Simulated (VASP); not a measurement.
# Cr (Im-3m) in VASP: single point with PBEsol

Aim: the single point of Cr with PBEsol.

Program: VASP 6.6.1. These are calculated values, not measurements. Logs are shortened: lines on timing, memory, paths and dates and some standing lists are left out, and cuts for length are marked.

**1. The cell of the first run**

Symmetry: Im-3m, No. 229, cubic system. Conventional cell: a = 2.800 Å, b = 2.800 Å, c = 2.800 Å, α = 90.00°, β = 90.00°, γ = 90.00°. Cr (site symmetry m-3m) has 14 Cr at 2.42 to 2.80 Å within 3.2 Å.

**2. Single point, PBEsol**

Contents of INCAR:

```
ALGO = Normal
EDIFF = 1E-6
ENCUT = 500
GGA = PS
GGA_COMPAT = F
ISIF = 2
ISMEAR = 0
LASPH = T
LCHARG = T
LELF = T
LREAL = F
LVHAR = T
LWAVE = F
NBANDS = 12
NELM = 120
PREC = Accurate
SIGMA = 0.1
```

Contents of KPOINTS:

```
k-points
0
Gamma
  8 8 8
```

Contents of POSCAR:

```
Cr
1.0
   -1.4000000000      1.4000000000      1.4000000000
    1.4000000000     -1.4000000000      1.4000000000
    1.4000000000      1.4000000000     -1.4000000000
Cr
1
Direct
    0.0000000000      0.0000000000      0.0000000000
```

Potentials or basis: VASP PAW PBE potentials, release 64 (Cr_pv).

Run with:

```console
> cat potpaw_PBE.64/Cr_pv/POTCAR > POTCAR
> mpirun -np 1 vasp_std > vasp.out
```

OUTCAR:

```text
EDIFF = 1E-6
   ENCUT = 500
   GGA = PS
   ISIF = 2
   ISMEAR = 0
   LASPH = T
   LREAL = F
   NELM = 120
   PREC = Accurate

 ion  position               nearest neighbor table
   1  0.000  0.000  0.000-

  LATTYP: Found a body centered cubic cell.
 ALAT       =     2.8000000000

  Lattice vectors:

 A1 = (  -1.4000000000,   1.4000000000,   1.4000000000)
 A2 = (   1.4000000000,  -1.4000000000,   1.4000000000)
 A3 = (   1.4000000000,   1.4000000000,  -1.4000000000)

Analysis of symmetry for initial positions (statically):
=====================================================================
 Subroutine PRICEL returns:
 Original cell was already a primitive cell.

 Routine SETGRP: Setting up the symmetry group for a
 body centered cubic supercell.

 Subroutine GETGRP returns: Found 48 space group operations
[... 9 lines left out ...]

 Routine SETGRP: Setting up the symmetry group for a
 body centered cubic supercell.

 Subroutine GETGRP returns: Found 48 space group operations
[... 11 lines left out ...]
                                     Primitive cell

  volume of cell :      10.9760

  direct lattice vectors                    reciprocal lattice vectors
    -1.400000000  1.400000000  1.400000000     0.000000000  0.357142857  0.357142857
     1.400000000 -1.400000000  1.400000000     0.357142857  0.000000000  0.357142857
     1.400000000  1.400000000 -1.400000000     0.357142857  0.357142857  0.000000000

  length of vectors
     2.424871131  2.424871131  2.424871131     0.505076272  0.505076272  0.505076272

  position of ions in fractional coordinates (direct lattice)
     0.000000000  0.000000000  0.000000000

  ion indices of the primitive-cell ions
   primitive index   ion index
                 1           1

----------------------------------------------------------------------------------------

 KPOINTS: k-points

Automatic generation of k-mesh.
 Grid dimensions read from file:
 generate k-points for:    8    8    8

 Generating k-lattice:

  Cartesian coordinates                     Fractional coordinates (reciprocal lattice)
     0.000000000  0.044642857  0.044642857     0.125000000  0.000000000  0.000000000
     0.044642857  0.000000000  0.044642857     0.000000000  0.125000000  0.000000000
     0.044642857  0.044642857  0.000000000     0.000000000  0.000000000  0.125000000

  Length of vectors
     0.063134534  0.063134534  0.063134534

  Shift w.r.t. Gamma in fractional coordinates (k-lattice)
     0.000000000  0.000000000  0.000000000

 Subroutine IBZKPT returns following result:
 ===========================================

 Found     29 irreducible k-points:

 Following reciprocal coordinates:
            Coordinates               Weight
  0.000000  0.000000  0.000000      1.000000
  0.125000  0.000000  0.000000     12.000000
  0.250000  0.000000  0.000000     12.000000
  0.375000  0.000000  0.000000     12.000000
  0.500000  0.000000  0.000000      6.000000
  0.125000  0.125000  0.000000     24.000000
[... 16 lines left out ...]
 -0.250000  0.250000  0.250000      6.000000
 -0.375000  0.375000  0.250000     24.000000
 [... further k-points ...]
   k-points           NKPTS =     29   k-points in BZ     NKDIM =     29   number of bands    NBANDS=     12
   number of dos      NEDOS =    301   number of ions     NIONS =      1
   total plane-waves  NPLWV =   5832
   dimension x,y,z NGX =    18 NGY =   18 NGZ =   18
   dimension x,y,z NGXF=    36 NGYF=   36 NGZF=   36
   ions per type =               1
   NGX,Y,Z   is equivalent  to a cutoff of  12.34, 12.34, 12.34 a.u.
   NGXF,Y,Z  is equivalent  to a cutoff of  24.68, 24.68, 24.68 a.u.
 SYSTEM =  unknown system
   PREC   = accura    normal or accurate (medium, high low for compatibility)
   ISTART =      0    job   : 0-new  1-cont  2-samecut
   ICHARG =      2    charge: 1-file 2-atom 10-const
   ISPIN  =      1    spin polarized calculation?
   LNONCOLLINEAR =      F non collinear calculations
   LSORBIT =      F    spin-orbit coupling
   LASPH  =      T    aspherical Exc in radial PAW
   ENCUT  =  500.0 eV  36.75 Ry    6.06 a.u.   4.42  4.42  4.42*2*pi/ulx,y,z
   NELM   =    120;   NELMIN=  2; NELMDL= -5     # of ELM steps
   EDIFF  = 0.1E-05   stopping-criterion for ELM
   LREAL  =      F    real-space projection
   EDIFFG = 0.1E-04   stopping-criterion for IOM
   NSW    =      0    number of steps for IOM
   IBRION =     -1    ionic relax: 0-MD 1-quasi-New 2-CG
   NFREE  =      0    steps in history (QN), initial steepest desc. (CG)
   ISIF   =      2    stress and relaxation
   ISYM   =      2    0-nonsym 1-usesym 2-fastsym
   POTIM  = 0.5000    time-step for ionic-motion
   TEBEG  =    0.0;   TEEND  =   0.0 temperature during run
   PSTRESS=    0.0 pullay stress
   NELECT =      12.0000    total number of electrons
   NUPDOWN=      -1.0000    fix difference up-down
   EMIN   =  10.00;   EMAX   =-10.00  energy-range for DOS
   EFERMI =   0.00;   METHOD = LEGACY
   ISMEAR =     0;   SIGMA  =   0.10  broadening in eV -4-tet -1-fermi 0-gaus
   EFERMI_NEDOS =   21; number of points for ismear=-14 and -15
   IALGO  =     38    algorithm
   IMIX   =      4    mixing-type and parameters
     AMIX     =   0.40;   BMIX     =  1.00
     AMIX_MAG =   1.60;   BMIX_MAG =  1.00
  volume/ion in A,a.u.               =      10.98        74.07
  Fermi-wavevector in a.u.,A,eV,Ry     =   1.686503  3.187029 38.698964  2.844294
  Thomas-Fermi vector in A             =   2.769157
   LORBIT       =      0    0 simple, 1 ext, 2 COOP (PROOUT), +10 PAW based schemes
   GGA     = PS    functional components
   LHFCALC =     F    Hartree Fock is set to
   AEXX    =    0.0000 exact exchange contribution
   IVDW    =     0    specifies the selected vdW correction
   LEPSILON=     F    determine dielectric tensor
   LRPA    =     F    only Hartree local field effects (RPA)
 non-spin polarized calculation
 Gauss-broadening in eV      SIGMA  =   0.10
  energy-cutoff  :      500.00
  volume of cell :       10.98
 maximum number of plane-waves:       321
 NGX is ok and might be reduce to    18
   NGX =  9   NGY =  9   NGZ =  9

 number of electron      12.0000013 magnetization

 Free energy of the ion-electron system (eV)
  ---------------------------------------------------
  ext. energy  EPLUGINS =         0.00000000
  ---------------------------------------------------
  free energy    TOTEN  =       -10.23569887 eV

  energy without entropy =      -10.23489893  energy(sigma->0) =      -10.23529890

 E-fermi :  11.3896     XC(G=0): -14.1406

 val. band max:       11.2744932715   @ k =   0.3750   0.0000   0.0000
 cond. band min:      11.5255260070   @ k =  -0.2500   0.2500   0.1250
 fundamental gap:      0.2510327355
 Fermi energy:        11.3895634428

 k-point     1 :       0.0000    0.0000    0.0000
  band No.  band energies     occupation
      1     -30.9778      2.00000
      2     -30.9778      2.00000
      3     -30.9778      2.00000
      4       3.5037      2.00000
      5      10.5635      2.00000
      6      10.5635      2.00000
      7      10.5635      2.00000
      8      12.7259      0.00000
      9      12.7259      0.00000
     10      18.6290      0.00000
     11      34.2551      0.00000
     12      34.2551      0.00000

 k-point     2 :       0.1250    0.0000    0.0000
  band No.  band energies     occupation
      1     -31.1442      2.00000
      2     -31.0281      2.00000
      3     -30.9789      2.00000
      4       4.2030      2.00000
      5      10.2908      2.00000
      6      10.4900      2.00000
      7      11.0537      2.00000
      8      12.4699      0.00000
      9      12.7488      0.00000
     10      18.6289      0.00000
     11      32.8400      0.00000
     12      33.9443      0.00000

 k-point     3 :       0.2500    0.0000    0.0000
  band No.  band energies     occupation
      1     -31.5352      2.00000
      2     -31.1486      2.00000
      3     -30.9820      2.00000
      4       5.8770      2.00000
      5       9.6776      2.00000
      6      10.2375      2.00000
      7      12.3513      0.00000
      8      12.3840      0.00000
      9      12.8465      0.00000
     10      18.6288      0.00000
     11      29.0347      0.00000
     12      32.0364      0.00000

 k-point     4 :       0.3750    0.0000    0.0000
  band No.  band energies     occupation
      1     -31.9121      2.00000
      2     -31.2674      2.00000
      3     -30.9852      2.00000
      4       6.8455      2.00000
      5       9.1175      2.00000
      6      11.2745      1.89633
      7      12.6776      0.00000
      8      13.0101      0.00000
      9      13.8775      0.00000
     10      18.6281      0.00000
     11      24.5138      0.00000
     12      29.8814      0.00000

 k-point     5 :       0.5000    0.0000    0.0000
  band No.  band energies     occupation
      1     -32.0642      2.00000
      2     -31.3161      2.00000
      3     -30.9865      2.00000
      4       6.8371      2.00000
      5       8.8986      2.00000
      6      12.7492      0.00000
      7      12.8117      0.00000
      8      13.0998      0.00000
      9      14.6107      0.00000
     10      18.6269      0.00000
     11      22.0937      0.00000
     12      29.0267      0.00000
[... 228 lines left out ...]
      1     -31.7543      2.00000
      2     -31.7543      2.00000
      3     -31.1817      2.00000
      4       8.7288      2.00000
      5       8.7288      2.00000
      6       9.3471      2.00000
      7      13.1779      0.00000
      8      13.1779      0.00000
      9      18.6270      0.00000
     10      20.9925      0.00000
     11      20.9925      0.00000
     12      23.4590      0.00000

 k-point    22 :       0.2500    0.2500    0.2500
  band No.  band energies     occupation
      1     -31.5168      2.00000
      2     -31.5168      2.00000
      3     -31.5168      2.00000
      4       9.0902      2.00000
      5       9.0902      2.00000
      6       9.0902      2.00000
      7      13.1666      0.00000
      8      13.1666      0.00000
      9      18.6267      0.00000
     10      22.3387      0.00000
     11      22.3387      0.00000
     12      22.3387      0.00000

 k-point    23 :      -0.2500    0.2500    0.2500
  band No.  band energies     occupation
      1     -31.5582      2.00000
      2     -31.3361      2.00000
      3     -31.3361      2.00000
      4       7.4852      2.00000
      5       9.5417      2.00000
      6      11.1096      1.99992
      7      11.1096      1.99992
      8      12.2694      0.00000
      9      14.2729      0.00000
     10      18.6289      0.00000
     11      30.2123      0.00000
     12      30.8499      0.00000

 k-point    24 :      -0.3750    0.3750    0.2500
  band No.  band energies     occupation
      1     -31.7794      2.00000
      2     -31.4660      2.00000
      3     -31.3700      2.00000
      4       7.9696      2.00000
      5       8.5968      2.00000
      6      11.1217      1.99985
      7      11.7857      0.00000
      8      13.5807      0.00000
      9      16.1582      0.00000
     10      18.6290      0.00000
     11      25.6551      0.00000
     12      28.3492      0.00000

 [... further k-points ...]
[... 5 lines left out ...]
  --------------------------------------------------------------------------------------
  -------------------------------------------------------------------------------------
  Total        0.3210065      0.3210065      0.3210065     -0.0000000      0.0000000     -0.0000000
  in kB       46.8576234     46.8576234     46.8576234     -0.0000000      0.0000000     -0.0000000
  external PRESSURE =      46.8576234 kB  Pullay stress =       0.0000000 kB

 VOLUME and BASIS-vectors are now :
 -----------------------------------------------------------------------------
  energy-cutoff  :      500.00
  volume of cell :       10.98
      direct lattice vectors                 reciprocal lattice vectors
    -1.400000000  1.400000000  1.400000000     0.000000000  0.357142857  0.357142857
     1.400000000 -1.400000000  1.400000000     0.357142857  0.000000000  0.357142857
     1.400000000  1.400000000 -1.400000000     0.357142857  0.357142857  0.000000000

 POSITION                                       TOTAL-FORCE (eV/Angst)
 -----------------------------------------------------------------------------------
      0.00000      0.00000      0.00000        -0.000000      0.000000     -0.000000
 -----------------------------------------------------------------------------------
    total drift:                                0.000000      0.000000      0.000000

  FREE ENERGIE OF THE ION-ELECTRON SYSTEM (eV)
  ---------------------------------------------------
  free  energy   TOTEN  =       -10.2356988662 eV

  energy  without entropy=      -10.2348989348  energy(sigma->0) =      -10.23529890
```

It took 2.8 s on 1 thread of Intel Xeon 6975P-C (Granite Rapids), shared host; peak memory 0.11 GiB.

What came out:

```
Free energy            : -10.2357 eV
Pressure               : 4.7 GPa
Band gap on the k mesh : zero (band 6 reaches 14.18 eV, above the bottom of band 7 at 10.56 eV)
```

Levels at points of the mesh, in eV from the Fermi level:
```
           k point  band 2  band 3  band 4  band 5  band 6  band 7  band 8  band 9  band 10  band 11
(0.00, 0.00, 0.00)  -42.37  -42.37   -7.89   -0.83   -0.83   -0.83    1.34    1.34     7.24    22.87
(0.50, 0.00, 0.00)  -42.71  -42.38   -4.55   -2.49    1.36    1.42    1.71    3.22     7.24    10.70
(0.50, 0.50, 0.50)  -43.11  -43.11   -4.51   -4.51    2.80    2.80    2.80    7.24    11.22    11.22
```

Caveat: the k points lie up to 0.40 Å⁻¹ apart; the PAW data sets were made with another functional, which shifts forces and pressure a little; the run has no spin polarisation, though such a crystal can be magnetic. Spin polarisation is off, so any magnetic state and its effect on volume and gap are missing.
